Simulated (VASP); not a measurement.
Write the native input for VASP 6.6.1 that does the following.

```yaml
Task: single point
Functional: PBEsol
Potentials_or_basis: VASP PAW PBE potentials, release 64 (Ba_sv, Zr_sv, O_h)
Cutoff: 1340 eV
k_mesh: 6 × 6 × 6
Occupations: gaussian, width 0.02 eV
Spin: no spin polarisation
Dipole_correction: no
Further_INCAR_settings: ALGO = Normal; EDIFF = 1e-06; NBANDS = 28
```

The structure of BaZrO3 lies in POSCAR:

```
BaZrO3
1.0
    4.1807189598      0.0000000000      0.0000000000
    0.0000000000      4.1807189598      0.0000000000
    0.0000000000      0.0000000000      4.1807189598
Ba Zr O
1 1 3
Direct
    0.0000000000      0.0000000000      0.0000000000
    0.5000000000      0.5000000000      0.5000000000
    0.5000000000      0.5000000000      0.0000000000
    0.0000000000      0.5000000000      0.5000000000
    0.5000000000      0.0000000000      0.5000000000
```

The input as run:

INCAR

```
SYSTEM = BaZrO3
PREC = Accurate ; ENCUT = 1340
EDIFF = 1E-6 ; ISMEAR = 0
SIGMA = 0.02 ; LREAL = .False.
LASPH = .True. ; NELM = 120
ALGO = Normal ; ISIF = 2
LWAVE = .False. ; LCHARG = .False.
GGA = PS ; NBANDS = 28
GGA_COMPAT = .False.
```

KPOINTS

```
regular mesh
0
Gamma
  6 6 6
  0 0 0
```

Potentials or basis: VASP PAW PBE potentials, release 64 (Ba_sv, Zr_sv, O_h).

Run with:

```console
$ cat potpaw_PBE.64/Ba_sv/POTCAR potpaw_PBE.64/Zr_sv/POTCAR potpaw_PBE.64/O_h/POTCAR > POTCAR
$ mpirun -np 1 vasp_std > vasp.out
```

Results of the run:

| Item | Value |
| --- | --- |
| Pressure | 1.0 GPa |
| Band gap on the k mesh | 3.13 eV (least direct gap 3.34 eV) |

Caveat: the PAW data sets were made with another functional, which shifts forces and pressure a little; spin-orbit coupling is left out, which moves the levels of the heavy elements.

It took 2.7 min on 1 thread of AMD EPYC 7R43 64-Core Processor (Zen 3) (shared host), peak memory 0.42 GiB.
